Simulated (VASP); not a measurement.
# SnSe (Fm-3m) in VASP: notebook

SnSe is run at these levels: LDA; tasks: single point, relaxation of cell and atoms.

Everything below comes from runs of VASP 6.6.1. Logs are shortened: lines on timing, memory, paths and dates and some standing lists are left out, and cuts for length are marked.

## (1) The cell of the first run

The structure is cubic, space group Fm-3m (No. 225). Conventional cell: a = 5.897 Å, b = 5.897 Å, c = 5.897 Å, α = 90.00°, β = 90.00°, γ = 90.00°. Sn (site symmetry m-3m) has 6 Se at 2.95 Å within 3.9 Å. Se (site symmetry m-3m) has 6 Sn at 2.95 Å within 3.9 Å.

## (2) Single point, LDA

The input, INCAR:

```
SYSTEM = SnSe
PREC = Accurate
ENCUT = 520
EDIFF = 1E-6
ISMEAR = 0
SIGMA = 0.02
LREAL = .FALSE.
LASPH = .TRUE.
NELM = 60
ALGO = Normal
ISIF = 2
LWAVE = .FALSE.
LCHARG = .FALSE.
GGA = CA
NBANDS = 17
```

The input, KPOINTS:

```
regular mesh
0
G
  10 10 10
  0 0 0
```

The input, POSCAR:

```
SnSe
1.0
    0.0000000000      2.9484190415      2.9484190415
    2.9484190415      0.0000000000      2.9484190415
    2.9484190415      2.9484190415      0.0000000000
Sn Se
1 1
Direct
    0.0000000000      0.0000000000      0.0000000000
    0.5000000000      0.5000000000      0.5000000000
```

Potentials or basis: VASP PAW LDA potentials, release 64 (Sn_d, Se).

Launch:

```sh
$ cat potpaw_LDA.64/Sn_d/POTCAR potpaw_LDA.64/Se/POTCAR > POTCAR
$ mpirun -np 1 vasp_std > vasp.out
```

OUTCAR:

```text
SYSTEM = SnSe
   PREC = Accurate
   ENCUT = 520
   EDIFF = 1E-6
   ISMEAR = 0
   LREAL = .FALSE.
   LASPH = .TRUE.
   NELM = 60
   ISIF = 2
   GGA = CA

 ion  position               nearest neighbor table
   1  0.000  0.000  0.000-   2 2.95   2 2.95   2 2.95   2 2.95   2 2.95   2 2.95
   2  0.500  0.500  0.500-   1 2.95   1 2.95   1 2.95   1 2.95   1 2.95   1 2.95

  LATTYP: Found a face centered cubic cell.
 ALAT       =     5.8968380830

  Lattice vectors:

 A1 = (   0.0000000000,   2.9484190415,   2.9484190415)
 A2 = (   2.9484190415,   0.0000000000,   2.9484190415)
 A3 = (   2.9484190415,   2.9484190415,   0.0000000000)

Analysis of symmetry for initial positions (statically):
=====================================================================
 Subroutine PRICEL returns:
 Original cell was already a primitive cell.

 Routine SETGRP: Setting up the symmetry group for a
 face centered cubic supercell.

 Subroutine GETGRP returns: Found 48 space group operations
 (whereof 48 operations were pure point group operations)
 out of a pool of 48 trial point group operations.

The static configuration has the point symmetry O_h .

Analysis of symmetry for dynamics (positions and initial velocities):
=====================================================================
 Subroutine PRICEL returns:
 Original cell was already a primitive cell.

 Routine SETGRP: Setting up the symmetry group for a
 face centered cubic supercell.

 Subroutine GETGRP returns: Found 48 space group operations
 (whereof 48 operations were pure point group operations)
 out of a pool of 48 trial point group operations.

The dynamic configuration has the point symmetry O_h .

 Subroutine INISYM returns: Found 48 space group operations
 (whereof 48 operations are pure point group operations),
 and found     1 'primitive' translations

----------------------------------------------------------------------------------------

                                     Primitive cell

  volume of cell :      51.2622

  direct lattice vectors                    reciprocal lattice vectors
     0.000000000  2.948419041  2.948419041    -0.169582408  0.169582408  0.169582408
     2.948419041  0.000000000  2.948419041     0.169582408 -0.169582408  0.169582408
     2.948419041  2.948419041  0.000000000     0.169582408  0.169582408 -0.169582408

  length of vectors
     4.169694196  4.169694196  4.169694196     0.293725346  0.293725346  0.293725346

  position of ions in fractional coordinates (direct lattice)
     0.000000000  0.000000000  0.000000000
     0.500000000  0.500000000  0.500000000

  ion indices of the primitive-cell ions
   primitive index   ion index
                 1           1
                 2           2

----------------------------------------------------------------------------------------

 KPOINTS: regular mesh

Automatic generation of k-mesh.
 Grid dimensions read from file:
 generate k-points for:   10   10   10

 Generating k-lattice:

  Cartesian coordinates                     Fractional coordinates (reciprocal lattice)
    -0.016958241  0.016958241  0.016958241     0.100000000  0.000000000  0.000000000
     0.016958241 -0.016958241  0.016958241     0.000000000  0.100000000  0.000000000
     0.016958241  0.016958241 -0.016958241     0.000000000  0.000000000  0.100000000

  Length of vectors
     0.029372535  0.029372535  0.029372535

  Shift w.r.t. Gamma in fractional coordinates (k-lattice)
     0.000000000  0.000000000  0.000000000

 Subroutine IBZKPT returns following result:
 ===========================================

 Found     47 irreducible k-points:

 Following reciprocal coordinates:
            Coordinates               Weight
  0.000000  0.000000  0.000000      1.000000
  0.100000  0.000000  0.000000      8.000000
  0.200000  0.000000  0.000000      8.000000
  0.300000  0.000000  0.000000      8.000000
  0.400000  0.000000  0.000000      8.000000
  0.500000  0.000000  0.000000      4.000000
[... 16 lines left out ...]
  0.300000  0.300000  0.000000      6.000000
  0.400000  0.300000  0.000000     24.000000
 [... further k-points ...]
   k-points           NKPTS =     47   k-points in BZ     NKDIM =     47   number of bands    NBANDS=     17
   number of dos      NEDOS =    301   number of ions     NIONS =      2
   total plane-waves  NPLWV =  32768
   dimension x,y,z NGX =    32 NGY =   32 NGZ =   32
   dimension x,y,z NGXF=    64 NGYF=   64 NGZF=   64
   ions per type =               1   1
   NGX,Y,Z   is equivalent  to a cutoff of  12.76, 12.76, 12.76 a.u.
   NGXF,Y,Z  is equivalent  to a cutoff of  25.52, 25.52, 25.52 a.u.
 SYSTEM =  SnSe
   PREC   = accura    normal or accurate (medium, high low for compatibility)
   ISTART =      0    job   : 0-new  1-cont  2-samecut
   ICHARG =      2    charge: 1-file 2-atom 10-const
   ISPIN  =      1    spin polarized calculation?
   LNONCOLLINEAR =      F non collinear calculations
   LSORBIT =      F    spin-orbit coupling
   LASPH  =      T    aspherical Exc in radial PAW
   ENCUT  =  520.0 eV  38.22 Ry    6.18 a.u.   7.75  7.75  7.75*2*pi/ulx,y,z
   NELM   =     60;   NELMIN=  2; NELMDL= -5     # of ELM steps
   EDIFF  = 0.1E-05   stopping-criterion for ELM
   LREAL  =      F    real-space projection
   EDIFFG = 0.1E-04   stopping-criterion for IOM
   NSW    =      0    number of steps for IOM
   IBRION =     -1    ionic relax: 0-MD 1-quasi-New 2-CG
   NFREE  =      0    steps in history (QN), initial steepest desc. (CG)
   ISIF   =      2    stress and relaxation
   ISYM   =      2    0-nonsym 1-usesym 2-fastsym
   POTIM  = 0.5000    time-step for ionic-motion
   TEBEG  =    0.0;   TEEND  =   0.0 temperature during run
   PSTRESS=    0.0 pullay stress
   NELECT =      20.0000    total number of electrons
   NUPDOWN=      -1.0000    fix difference up-down
   EMIN   =  10.00;   EMAX   =-10.00  energy-range for DOS
   EFERMI =   0.00;   METHOD = LEGACY
   ISMEAR =     0;   SIGMA  =   0.02  broadening in eV -4-tet -1-fermi 0-gaus
   EFERMI_NEDOS =   21; number of points for ismear=-14 and -15
   IALGO  =     38    algorithm
   IMIX   =      4    mixing-type and parameters
     AMIX     =   0.40;   BMIX     =  1.00
     AMIX_MAG =   1.60;   BMIX_MAG =  1.00
  volume/ion in A,a.u.               =      25.63       172.97
  Fermi-wavevector in a.u.,A,eV,Ry     =   1.196242  2.260569 19.469860  1.430994
  Thomas-Fermi vector in A             =   2.332187
   LORBIT       =      0    0 simple, 1 ext, 2 COOP (PROOUT), +10 PAW based schemes
   GGA     = CA    functional components
   LHFCALC =     F    Hartree Fock is set to
   AEXX    =    0.0000 exact exchange contribution
   IVDW    =     0    specifies the selected vdW correction
   LEPSILON=     F    determine dielectric tensor
   LRPA    =     F    only Hartree local field effects (RPA)
 non-spin polarized calculation
 Gauss-broadening in eV      SIGMA  =   0.02
  energy-cutoff  :      520.00
  volume of cell :       51.26
 maximum number of plane-waves:      1411
   NGX = 15   NGY = 15   NGZ = 15

 number of electron      19.9999999 magnetization

 Free energy of the ion-electron system (eV)
  ---------------------------------------------------
  ext. energy  EPLUGINS =         0.00000000
  ---------------------------------------------------
  free energy    TOTEN  =        -9.50102138 eV

  energy without entropy =       -9.50102138  energy(sigma->0) =       -9.50102138

 E-fermi :   6.2983     XC(G=0): -10.1583

 val. band max:        6.1519524592   @ k =  -0.2000   0.2000   0.0000
 cond. band min:       6.5806549459   @ k =  -0.4000   0.1000   0.0000
 fundamental gap:      0.4287024867
 Fermi energy:         6.2983042485

 k-point     1 :       0.0000    0.0000    0.0000
  band No.  band energies     occupation
      1     -15.3507      2.00000
      2     -15.3507      2.00000
      3     -15.3459      2.00000
      4     -15.3459      2.00000
      5     -15.3459      2.00000
      6      -8.1589      2.00000
[... 9 lines left out ...]
     16      11.9371      0.00000
     17      14.1764      0.00000

 k-point     2 :       0.1000    0.0000    0.0000
  band No.  band energies     occupation
      1     -15.3514      2.00000
      2     -15.3514      2.00000
      3     -15.3456      2.00000
      4     -15.3446      2.00000
      5     -15.3446      2.00000
      6      -8.0794      2.00000
[... 9 lines left out ...]
     16      12.1994      0.00000
     17      15.0646      0.00000

 k-point     3 :       0.2000    0.0000    0.0000
  band No.  band energies     occupation
      1     -15.3539      2.00000
      2     -15.3539      2.00000
      3     -15.3448      2.00000
      4     -15.3406      2.00000
      5     -15.3406      2.00000
      6      -7.8545      2.00000
[... 9 lines left out ...]
     16      12.8637      0.00000
     17      16.8164      0.00000

 k-point     4 :       0.3000    0.0000    0.0000
  band No.  band energies     occupation
      1     -15.3572      2.00000
      2     -15.3572      2.00000
      3     -15.3440      2.00000
      4     -15.3353      2.00000
      5     -15.3353      2.00000
      6      -7.5318      2.00000
[... 9 lines left out ...]
     16      13.8888      0.00000
     17      18.4001      0.00000
[... 343 lines left out ...]
      1     -15.3581      2.00000
      2     -15.3571      2.00000
      3     -15.3427      2.00000
      4     -15.3373      2.00000
      5     -15.3338      2.00000
      6      -7.4219      2.00000
[... 9 lines left out ...]
     16      15.7397      0.00000
     17      16.1256      0.00000

 k-point    23 :       0.3000    0.3000    0.0000
  band No.  band energies     occupation
      1     -15.3741      2.00000
      2     -15.3518      2.00000
      3     -15.3440      2.00000
      4     -15.3307      2.00000
      5     -15.3307      2.00000
      6      -7.3207      2.00000
[... 9 lines left out ...]
     16      16.4948      0.00000
     17      16.5134      0.00000

 k-point    24 :       0.4000    0.3000    0.0000
  band No.  band energies     occupation
      1     -15.3792      2.00000
      2     -15.3516      2.00000
      3     -15.3443      2.00000
      4     -15.3282      2.00000
      5     -15.3272      2.00000
      6      -7.0778      2.00000
[... 9 lines left out ...]
     16      17.0548      0.00000
     17      17.7304      0.00000

 [... further k-points ...]
[... 5 lines left out ...]
  --------------------------------------------------------------------------------------
  -------------------------------------------------------------------------------------
  Total        0.0414026      0.0414026      0.0414026     -0.0000000     -0.0000000      0.0000000
  in kB        1.2940192      1.2940192      1.2940192     -0.0000000     -0.0000000      0.0000000
  external PRESSURE =       1.2940192 kB  Pullay stress =       0.0000000 kB

 VOLUME and BASIS-vectors are now :
 -----------------------------------------------------------------------------
  energy-cutoff  :      520.00
  volume of cell :       51.26
      direct lattice vectors                 reciprocal lattice vectors
     0.000000000  2.948419041  2.948419041    -0.169582408  0.169582408  0.169582408
     2.948419041  0.000000000  2.948419041     0.169582408 -0.169582408  0.169582408
     2.948419041  2.948419041  0.000000000     0.169582408  0.169582408 -0.169582408

 POSITION                                       TOTAL-FORCE (eV/Angst)
 -----------------------------------------------------------------------------------
      0.00000      0.00000      0.00000        -0.000000     -0.000000     -0.000000
      2.94842      2.94842      2.94842         0.000000      0.000000      0.000000
 -----------------------------------------------------------------------------------
    total drift:                                0.000000     -0.000000     -0.000000

  FREE ENERGIE OF THE ION-ELECTRON SYSTEM (eV)
  ---------------------------------------------------
  free  energy   TOTEN  =        -9.5010213826 eV

  energy  without entropy=       -9.5010213826  energy(sigma->0) =       -9.50102138
```

Wall time 45 s (1 thread of Intel Xeon 6975P-C, shared host); peak memory 0.18 GiB.

Results:

```yaml
Free_energy: -9.5010 eV
Pressure: 0.1 GPa
Band_gap_on_the_k_mesh: 0.43 eV, indirect (least direct gap 0.57 eV)
```

Caveat: spin-orbit coupling is left out, which moves the levels of the heavy elements.

## (3) Relaxation of cell and atoms, LDA

This run uses another cell than the first one, of 26.70 Å³/atom, 1.042 times its volume.

The input, INCAR:

```
SYSTEM = SnSe
  PREC = Accurate
  ENCUT = 600
  EDIFF = 1E-6
  ISMEAR = 0
  SIGMA = 0.02
  LREAL = .False.
  LASPH = .True.
  NELM = 60
  ALGO = Normal
  ISIF = 3
  LWAVE = .False.
  LCHARG = .False.
  IBRION = 2
  NSW = 70
  EDIFFG = -0.005
```

The input, KPOINTS:

```
regular mesh
0
Gamma
  10 10 10
  0 0 0
```

The input, POSCAR:

```
SnSe
1.0
    0.0000000000      2.9887688204      2.9887688204
    2.9887688204      0.0000000000      2.9887688204
    2.9887688204      2.9887688204      0.0000000000
Sn Se
1 1
Direct
    0.0000000000      0.0000000000      0.0000000000
    0.5000000000      0.5000000000      0.5000000000
```

Potentials or basis: VASP PAW LDA potentials, release 64 (Sn_d, Se).

Launch:

```sh
$ cat potpaw_LDA.64/Sn_d/POTCAR potpaw_LDA.64/Se/POTCAR > POTCAR
$ mpirun -np 1 vasp_std > vasp.out
```

Wall time 2.6 min (1 thread of Intel Xeon 6975P-C, shared host); peak memory 0.21 GiB.

The run converged. Its results:

```yaml
Free_energy: -9.5013 eV
Relaxed_volume: 25.68 Å³/atom
Relaxed_cell: a = 4.173 Å, b = 4.173 Å, c = 4.173 Å, α = 60.00°, β = 60.00°, γ = 60.00°
Space_group_after_relaxing_to_0.05_Å: Fm-3m (No. 225)
Energy_gained_by_relaxing: 7.0 meV/atom
Ionic_steps: 3
Pressure_after_relaxing: 0.0 GPa
Band_gap_on_the_k_mesh: 0.43 eV, indirect (least direct gap 0.57 eV)
```

The path:
| step | energy change (eV) | largest force (eV/Å) | pressure (GPa) | volume (Å³) |
| --- | --- | --- | --- | --- |
| 1 | 0.0000 | 0.0000 | -2.10 | 53.40 |
| 2 | -0.0124 | 0.0000 | 0.78 | 50.74 |
| 3 | -0.0139 | 0.0000 | 0.01 | 51.37 |

Final structure:
```yaml
crystal:
  lattice:
    - [0.00000, 2.95041, 2.95041]
    - [2.95041, 0.00000, 2.95041]
    - [2.95041, 2.95041, 0.00000]
  atoms:
    - { symbol: Sn, position: [0.00000, 0.00000, 0.00000] }
    - { symbol: Se, position: [0.50000, 0.50000, 0.50000] }
```

Levels at points of the mesh, in eV from the valence-band top:
| k point | band 6 | band 7 | band 8 | band 9 | band 10 | band 11 | band 12 | band 13 | band 14 |
| --- | --- | --- | --- | --- | --- | --- | --- | --- | --- |
| (0.00, 0.00, 0.00) | -14.29 | -4.99 | -2.34 | -2.34 | -2.34 | 4.44 | 4.44 | 4.44 | 5.79 |
| (0.50, 0.00, 0.00) | -13.21 | -8.43 | -2.07 | -2.07 | -0.14 | 0.76 | 1.14 | 1.14 | 8.32 |
| (0.50, 0.50, 0.00) | -12.88 | -6.13 | -5.90 | -3.92 | -3.92 | 2.78 | 5.59 | 5.59 | 6.27 |

Caveat: spin-orbit coupling is left out, which moves the levels of the heavy elements. Zero-point motion and thermal expansion aren't in these numbers.
